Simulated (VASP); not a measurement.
# AlO: single point with PBE

The system is AlO.

```
Al O
1.0
     2.93700    0.00000    0.00000
    -1.46850    2.54351    0.00000
     0.00000    0.00000   10.67685
Al O
2 2
Direct
  0.66667 0.33333 0.47184
  0.33333 0.66667 0.97184
  0.66667 0.33333 0.90816
  0.33333 0.66667 0.40816
```

```
Program                : VASP 6.6.1
Task                   : single point
Functional             : PBE
Potentials or basis    : VASP PAW PBE potentials, release 64 (Al, O)
Cutoff                 : 520 eV
k mesh                 : 18 × 18 × 4
Occupations            : gaussian, width 0.1 eV
Spin                   : no spin polarisation
Dipole correction      : no
Further INCAR settings : ALGO = Normal; EDIFF = 1e-06; NBANDS = 17
```

* Pressure: 0.0 GPa
* Largest force: 0.011 eV/Å
* Band gap on the k mesh: zero (bands 9 and 10 overlap by 4.34 eV)

Forces on the atoms (eV/Å):
```
Al   0.000  0.000 -0.011
Al   0.000  0.000 -0.011
O    0.000  0.000  0.011
O    0.000  0.000  0.011
```

Stress tensor (GPa, compression positive):
```
 0.09  0.00  0.00
 0.00  0.09  0.00
 0.00  0.00 -0.05
```

Levels at points of the mesh, in eV from the Fermi level:
```tsv
k point	band 8	band 9	band 10	band 11	band 12	band 13
(0.00, 0.00, 0.00)	-5.32	-2.45	-1.78	2.29	3.81	5.41
(0.50, 0.00, 0.00)	-5.37	0.80	0.86	2.04	2.29	6.27
(0.00, 0.00, 0.50)	-5.32	-2.14	-2.14	2.93	2.93	6.48
(0.50, 0.00, 0.50)	-5.38	0.82	0.82	2.17	2.17	6.44
```

Wall time 52 s on 1 thread of Intel(R) Xeon(R) 6975P-C (Granite Rapids), on a shared host, peak memory 0.27 GiB.
